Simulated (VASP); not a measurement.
# IrRh5 (P-62m) in VASP: a series of runs

IrRh5 is run at these levels: PBE; tasks: single point.

Program: VASP 6.6.1. These are calculated values, not measurements. Logs are shortened: lines on timing, memory, paths and dates and some standing lists are left out, and cuts for length are marked.

## Step 1: The cell of the first run

Symmetry: P-62m, No. 189, hexagonal system. The conventional cell has a = 4.722 Å, b = 4.722 Å, c = 4.401 Å, α = 90.00°, β = 90.00°, γ = 120.00°. Within 3.6 Å of Ir (site symmetry -62m) lie 12 Rh at 2.70 to 2.73 Å. Rh (site symmetry -6) has 9 Rh at 2.71 to 2.73 Å and 3 Ir at 2.73 Å within 3.6 Å. Within 3.6 Å of Rh (site symmetry m2m) lie 2 Ir at 2.70 Å and 10 Rh at 2.71 to 2.74 Å.

## Step 2: Single point, PBE

INCAR reads:

```
SYSTEM = IrRh5
  ALGO = Fast
  EDIFF = 1E-7
  ENCUT = 520
  GGA = PE
  ISIF = 2
  ISMEAR = 0
  LASPH = .TRUE.
  LCHARG = .FALSE.
  LREAL = .FALSE.
  LWAVE = .FALSE.
  NBANDS = 96
  NELM = 60
  PREC = Accurate
  SIGMA = 0.2
```

KPOINTS reads:

```
k-points
0
G
  6 6 4
  0 0 0
```

POSCAR reads:

```
IrRh5
1.0
    4.7217881812      0.0000000000      0.0000000000
   -2.3608940906      4.0891885162      0.0000000000
    0.0000000000      0.0000000000      8.8016418000
Ir Rh
2 10
Direct
    0.0000000000      0.0000000000      0.0000000000
    0.0000000000      0.0000000000      0.5000000000
    0.6666666667      0.3333333333      0.0000000000
    0.6666666667      0.3333333333      0.5000000000
    0.3333333333      0.6666666667      0.0000000000
    0.3333333333      0.6666666667      0.5000000000
    0.3308040000      0.0000000000      0.2500000000
    0.3308040000      0.0000000000      0.7500000000
    1.0000000000      0.3308040000      0.2500000000
    1.0000000000      0.3308040000      0.7500000000
    0.6691960000      0.6691960000      0.2500000000
    0.6691960000      0.6691960000      0.7500000000
```

Potentials or basis: VASP PAW PBE potentials, release 64 (Ir, Rh_pv).

Command:

```sh
$ cat potpaw_PBE.64/Ir/POTCAR potpaw_PBE.64/Rh_pv/POTCAR > POTCAR
$ mpirun -np 1 vasp_std > vasp.out
```

OUTCAR:

```text
SYSTEM = IrRh5
   EDIFF = 1E-7
   ENCUT = 520
   GGA = PE
   ISIF = 2
   ISMEAR = 0
   LASPH = .TRUE.
   LREAL = .FALSE.
   NELM = 60
   PREC = Accurate

 ion  position               nearest neighbor table
   1  0.000  0.000  0.000-   9 2.70  10 2.70  11 2.70  12 2.70   7 2.70   8 2.70   3 2.73   5 2.73
                             5 2.73   3 2.73   3 2.73   5 2.73
   2  0.000  0.000  0.500-   9 2.70  10 2.70  11 2.70  12 2.70   7 2.70   8 2.70   4 2.73   6 2.73
                             6 2.73   4 2.73   4 2.73   6 2.73
   3  0.667  0.333  0.000-   9 2.71  10 2.71   7 2.71   8 2.71  11 2.71  12 2.71   5 2.73   5 2.73
                             1 2.73   1 2.73   1 2.73   5 2.73
   4  0.667  0.333  0.500-   9 2.71  10 2.71   7 2.71   8 2.71  11 2.71  12 2.71   6 2.73   6 2.73
                             2 2.73   2 2.73   2 2.73   6 2.73
   5  0.333  0.667  0.000-   7 2.71   8 2.71   9 2.71  10 2.71  11 2.71  12 2.71   3 2.73   3 2.73
                             1 2.73   1 2.73   1 2.73   3 2.73
   6  0.333  0.667  0.500-   7 2.71   8 2.71   9 2.71  10 2.71  11 2.71  12 2.71   4 2.73   4 2.73
                             2 2.73   2 2.73   2 2.73   4 2.73
   7  0.331  0.000  0.250-   1 2.70   2 2.70   9 2.71  11 2.71   5 2.71   6 2.71   3 2.71   4 2.71
                             9 2.74  11 2.74   9 2.74  11 2.74
   8  0.331  0.000  0.750-   1 2.70   2 2.70  10 2.71  12 2.71   5 2.71   6 2.71   3 2.71   4 2.71
                            10 2.74  12 2.74  10 2.74  12 2.74
   9  0.000  0.331  0.250-   1 2.70   2 2.70  11 2.71   7 2.71   3 2.71   4 2.71   5 2.71   6 2.71
[... 14 lines left out ...]
 A1 = (   4.7217881812,   0.0000000000,   0.0000000000)
 A2 = (  -2.3608940906,   4.0891885162,   0.0000000000)
 A3 = (   0.0000000000,   0.0000000000,   8.8016418000)

Analysis of symmetry for initial positions (statically):
=====================================================================
 Subroutine PRICEL returns following result:

  LATTYP: Found a hexagonal cell.
 ALAT       =     4.7217881812
 C/A-ratio  =     0.9320242101

  Lattice vectors:

 A1 = (   4.7217881812,   0.0000000000,   0.0000000000)
 A2 = (  -2.3608940906,   4.0891885162,   0.0000000000)
 A3 = (   0.0000000000,   0.0000000000,   4.4008209000)

   2 primitive cells build up your supercell.

 Routine SETGRP: Setting up the symmetry group for a
 hexagonal supercell.

 Subroutine GETGRP returns: Found 12 space group operations
 (whereof 12 operations were pure point group operations)
 out of a pool of 24 trial point group operations.

The static configuration has the point symmetry D_3h.

Analysis of symmetry for dynamics (positions and initial velocities):
=====================================================================
 Subroutine PRICEL returns following result:

  LATTYP: Found a hexagonal cell.
 ALAT       =     4.7217881812
 C/A-ratio  =     0.9320242101

  Lattice vectors:

 A1 = (   4.7217881812,   0.0000000000,   0.0000000000)
 A2 = (  -2.3608940906,   4.0891885162,   0.0000000000)
 A3 = (   0.0000000000,   0.0000000000,   4.4008209000)

   2 primitive cells build up your supercell.

 Routine SETGRP: Setting up the symmetry group for a
 hexagonal supercell.

 Subroutine GETGRP returns: Found 12 space group operations
 (whereof 12 operations were pure point group operations)
 out of a pool of 24 trial point group operations.

The dynamic configuration has the point symmetry D_3h.

 Subroutine INISYM returns: Found 12 space group operations
 (whereof 12 operations are pure point group operations),
 and found     2 'primitive' translations

----------------------------------------------------------------------------------------

                                     Primitive cell

  volume of cell :      84.9723

  direct lattice vectors                    reciprocal lattice vectors
     4.721788181  0.000000000  0.000000000     0.211784172  0.122273649  0.000000000
    -2.360894091  4.089188516  0.000000000     0.000000000  0.244547297  0.000000000
     0.000000000  0.000000000  4.400820900     0.000000000  0.000000000  0.227230333

  length of vectors
     4.721788181  4.721788181  4.400820900     0.244547297  0.244547297  0.227230333

  position of ions in fractional coordinates (direct lattice)
     0.000000000  0.000000000  0.000000000
     0.666666667  0.333333333  0.000000000
     0.333333333  0.666666667  0.000000000
     0.330804000  0.000000000  0.500000000
     0.000000000  0.330804000  0.500000000
     0.669196000  0.669196000  0.500000000

  ion indices of the primitive-cell ions
   primitive index   ion index
                 1           1
                 2           3
                 3           5
                 4           7
                 5           9
                 6          11

----------------------------------------------------------------------------------------

 KPOINTS: k-points

Automatic generation of k-mesh.
 Grid dimensions read from file:
 generate k-points for:    6    6    4

 Generating k-lattice:

  Cartesian coordinates                     Fractional coordinates (reciprocal lattice)
     0.035297362  0.020378941  0.000000000     0.166666667  0.000000000  0.000000000
     0.000000000  0.040757883  0.000000000     0.000000000  0.166666667  0.000000000
     0.000000000  0.000000000  0.028403792     0.000000000  0.000000000  0.250000000

  Length of vectors
     0.040757883  0.040757883  0.028403792

  Shift w.r.t. Gamma in fractional coordinates (k-lattice)
     0.000000000  0.000000000  0.000000000

 Subroutine IBZKPT returns following result:
 ===========================================

 Found     21 irreducible k-points:

 Following reciprocal coordinates:
            Coordinates               Weight
  0.000000  0.000000  0.000000      1.000000
  0.166667  0.000000  0.000000      6.000000
  0.333333  0.000000  0.000000      6.000000
  0.500000  0.000000  0.000000      3.000000
  0.166667  0.166667  0.000000      6.000000
  0.333333  0.166667  0.000000     12.000000
[... 13 lines left out ...]
  0.333333  0.166667  0.500000     12.000000
  0.333333  0.333333  0.500000      2.000000
   k-points           NKPTS =     21   k-points in BZ     NKDIM =     21   number of bands    NBANDS=     96
   number of dos      NEDOS =    301   number of ions     NIONS =     12
   total plane-waves  NPLWV =  90720
   dimension x,y,z NGX =    36 NGY =   36 NGZ =   70
   dimension x,y,z NGXF=    72 NGYF=   72 NGZF=  140
   ions per type =               2  10
   NGX,Y,Z   is equivalent  to a cutoff of  12.67, 12.67, 13.22 a.u.
   NGXF,Y,Z  is equivalent  to a cutoff of  25.35, 25.35, 26.44 a.u.
 SYSTEM =  IrRh5
   PREC   = accura    normal or accurate (medium, high low for compatibility)
   ISTART =      0    job   : 0-new  1-cont  2-samecut
   ICHARG =      2    charge: 1-file 2-atom 10-const
   ISPIN  =      1    spin polarized calculation?
   LNONCOLLINEAR =      F non collinear calculations
   LSORBIT =      F    spin-orbit coupling
   LASPH  =      T    aspherical Exc in radial PAW
   ENCUT  =  520.0 eV  38.22 Ry    6.18 a.u.   8.78  8.78 16.37*2*pi/ulx,y,z
   NELM   =     60;   NELMIN=  2; NELMDL= -5     # of ELM steps
   EDIFF  = 0.1E-06   stopping-criterion for ELM
   LREAL  =      F    real-space projection
   EDIFFG = 0.1E-05   stopping-criterion for IOM
   NSW    =      0    number of steps for IOM
   IBRION =     -1    ionic relax: 0-MD 1-quasi-New 2-CG
   NFREE  =      0    steps in history (QN), initial steepest desc. (CG)
   ISIF   =      2    stress and relaxation
   ISYM   =      2    0-nonsym 1-usesym 2-fastsym
   POTIM  = 0.5000    time-step for ionic-motion
   TEBEG  =    0.0;   TEEND  =   0.0 temperature during run
   PSTRESS=    0.0 pullay stress
   NELECT =     168.0000    total number of electrons
   NUPDOWN=      -1.0000    fix difference up-down
   EMIN   =  10.00;   EMAX   =-10.00  energy-range for DOS
   EFERMI =   0.00;   METHOD = LEGACY
   ISMEAR =     0;   SIGMA  =   0.20  broadening in eV -4-tet -1-fermi 0-gaus
   EFERMI_NEDOS =   21; number of points for ismear=-14 and -15
   IALGO  =     68    algorithm
   IMIX   =      4    mixing-type and parameters
     AMIX     =   0.40;   BMIX     =  1.00
     AMIX_MAG =   1.60;   BMIX_MAG =  1.00
  volume/ion in A,a.u.               =      14.16        95.57
  Fermi-wavevector in a.u.,A,eV,Ry     =   1.630830  3.081823 36.186164  2.659608
  Thomas-Fermi vector in A             =   2.723067
   LORBIT       =      0    0 simple, 1 ext, 2 COOP (PROOUT), +10 PAW based schemes
   GGA     = PE    functional components
   LHFCALC =     F    Hartree Fock is set to
   AEXX    =    0.0000 exact exchange contribution
   IVDW    =     0    specifies the selected vdW correction
   LEPSILON=     F    determine dielectric tensor
   LRPA    =     F    only Hartree local field effects (RPA)
 non-spin polarized calculation
 RMM-DIIS sequential band-by-band and
 Gauss-broadening in eV      SIGMA  =   0.20
  energy-cutoff  :      520.00
  volume of cell :      169.94
 maximum number of plane-waves:      4605
 NGX is ok and might be reduce to    36
   NGX = 17   NGY = 17   NGZ = 33

 number of electron     168.0000006 magnetization

 Free energy of the ion-electron system (eV)
  ---------------------------------------------------
  ext. energy  EPLUGINS =         0.00000000
  ---------------------------------------------------
  free energy    TOTEN  =       -90.17386014 eV

  energy without entropy =      -89.80636635  energy(sigma->0) =      -89.99011325

 E-fermi :  11.2794     XC(G=0): -13.8676

 val. band max:       11.2476160364   @ k =   0.1667   0.0000   0.5000
 cond. band min:      11.2863252131   @ k =   0.0000   0.0000   0.5000
 fundamental gap:      0.0387091767
 Fermi energy:        11.2793911430

 k-point     1 :       0.0000    0.0000    0.0000
  band No.  band energies     occupation
      1     -35.7814      2.00000
      2     -35.6771      2.00000
      3     -35.6709      2.00000
      4     -35.6709      2.00000
      5     -35.6533      2.00000
      6     -35.6369      2.00000
[... 2068 lines left out ...]
     95      11.6902      0.00368
     96      11.6902      0.00368

------------------------ aborting loop because EDIFF is reached ----------------------------------------

  FORCE on cell =-STRESS in cart. coord.  units (eV):
  Direction    XX          YY          ZZ          XY          YZ          ZX
  --------------------------------------------------------------------------------------
  -------------------------------------------------------------------------------------
  Total        0.2850481      0.2850481      0.0478198     -0.0000000      0.0000000      0.0000000
  in kB        2.6873328      2.6873328      0.4508281     -0.0000000      0.0000000      0.0000000
  external PRESSURE =       1.9418312 kB  Pullay stress =       0.0000000 kB

 VOLUME and BASIS-vectors are now :
 -----------------------------------------------------------------------------
  energy-cutoff  :      520.00
  volume of cell :      169.94
      direct lattice vectors                 reciprocal lattice vectors
     4.721788181  0.000000000  0.000000000     0.211784172  0.122273649  0.000000000
    -2.360894091  4.089188516  0.000000000     0.000000000  0.244547297  0.000000000
     0.000000000  0.000000000  8.801641800     0.000000000  0.000000000  0.113615167

 POSITION                                       TOTAL-FORCE (eV/Angst)
 -----------------------------------------------------------------------------------
      0.00000      0.00000      0.00000        -0.000000      0.000000     -0.000000
      0.00000      0.00000      4.40082        -0.000000      0.000000     -0.000000
      2.36089      1.36306      0.00000        -0.000000      0.000000     -0.000000
      2.36089      1.36306      4.40082        -0.000000      0.000000     -0.000000
     -0.00000      2.72613      0.00000        -0.000000      0.000000     -0.000000
     -0.00000      2.72613      4.40082        -0.000000      0.000000     -0.000000
      1.56199      0.00000      2.20041         0.014831      0.000000      0.000000
      1.56199      0.00000      6.60123         0.014831      0.000000     -0.000000
     -0.78099      1.35272      2.20041        -0.007416      0.012844     -0.000000
     -0.78099      1.35272      6.60123        -0.007416      0.012844      0.000000
      1.57990      2.73647      2.20041        -0.007416     -0.012844     -0.000000
      1.57990      2.73647      6.60123        -0.007416     -0.012844      0.000000
 -----------------------------------------------------------------------------------
    total drift:                               -0.000000     -0.000000     -0.000000

  FREE ENERGIE OF THE ION-ELECTRON SYSTEM (eV)
  ---------------------------------------------------
  free  energy   TOTEN  =       -90.1738601441 eV

  energy  without entropy=      -89.8063663514  energy(sigma->0) =      -89.99011325
```

It took 6.5 min on 1 thread of Intel Xeon 6975P-C (Granite Rapids), shared host; peak memory 0.44 GiB.

What came out:

```yaml
Free_energy: -90.1739 eV
Pressure: 0.2 GPa
Largest_force: 0.015 eV/Å
Band_gap_on_the_k_mesh: zero (bands 84 and 85 overlap by 0.65 eV)
```

Forces on the atoms (eV/Å):
```
Ir   0.000  0.000  0.000
Ir   0.000  0.000  0.000
Rh   0.000  0.000  0.000
Rh   0.000  0.000  0.000
Rh   0.000  0.000  0.000
Rh   0.000  0.000  0.000
Rh   0.015  0.000  0.000
Rh   0.015  0.000  0.000
Rh  -0.007  0.013  0.000
Rh  -0.007  0.013  0.000
Rh  -0.007 -0.013  0.000
Rh  -0.007 -0.013  0.000
```

Stress tensor (GPa, compression positive):
```
0.27 0.00 0.00
0.00 0.27 0.00
0.00 0.00 0.05
```

Caveat: spin-orbit coupling is left out, which moves the levels of the heavy elements.

[end of part 1 of 2]

The gap in the log of VASP goes by the Fermi energy; the results here count the filled bands.